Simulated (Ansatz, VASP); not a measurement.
## GaSb in VASP and in Ansatz

INCAR

```
SYSTEM = GaSb
PREC = Accurate
ENCUT = 520
EDIFF = 1E-7
ISMEAR = 0
SIGMA = 0.15
LREAL = .FALSE.
LASPH = .TRUE.
NELM = 60
ALGO = Normal
ISIF = 2
LWAVE = .FALSE.
LCHARG = .TRUE.
GGA = PE
LELF = .TRUE.
LVHAR = .TRUE.
NBANDS = 16
```

KPOINTS

```
Automatic mesh
0
G
  14 14 14
  0 0 0
```

Contents of POSCAR:

```
GaSb
1.0
    0.0000000000      3.2848304764      3.1981603314
    3.1981603314      0.0000000000      3.1981603314
    3.1981603314      3.2848304764      0.0000000000
Ga Sb
1 1
Direct
    0.0000000000      0.0000000000      0.0000000000
    0.7500000000      0.7500000000      0.7500000000
```

Input for Ansatz:

```yaml
crystal:
  lattice:
    - [0.0, 3.2848304764, 3.1981603314]
    - [3.1981603314, 0.0, 3.1981603314]
    - [3.1981603314, 3.2848304764, 0.0]
  atoms:
    - { symbol: Ga, position: [0.0, 0.0, 0.0] }
    - { symbol: Sb, position: [0.75, 0.75, 0.75] }
basis:
  ecutwfc: 420
kpoints:
  mp_grid: { grid: [14, 14, 14] }
hamiltonian:
  xc: pbe
  pseudopotentials: { kind: paw, azcp: { folder: soft_1 } }
scf:
  occupations: { method: gaussian, width: 0.15 }
output:
  forces: true
  stress: true
  eigenvalues: true
```

Alike in both runs: task single point; functional PBE; k mesh 14 × 14 × 14; occupations gaussian, width 0.15 eV; no spin polarisation.

|  | VASP | Ansatz |
| --- | --- | --- |
| version | VASP 6.6.1 | Ansatz 0.2.0 |
| potentials or method | VASP PAW PBE potentials, release 64 (Ga_d, Sb), cutoff 520 eV | scalar-relativistic, plane waves, PAW |
| valence electrons in the cell | 18 | 28 |

Ansatz gave:

```
gap on the k mesh at the Fermi level (eV)                     : none
pressure (GPa)                                                : -3.8
traceless stress, the component that is largest in VASP (GPa) : -0.70
```

Task: Estimate VASP's values.

Result: gap on the k mesh at the Fermi level (eV): none; pressure (GPa): -3.8; traceless stress, the component that is largest in VASP (GPa): -0.69.

A gap of «none» marks a metal or a gap that the smearing closes. The functional is the same, so the differences come from potentials, cutoffs and numerics. VASP's potentials hold 18 valence electrons a cell and Ansatz's 28, so a difference there can come from the potentials and not from the codes.

Spin-orbit coupling is off throughout.
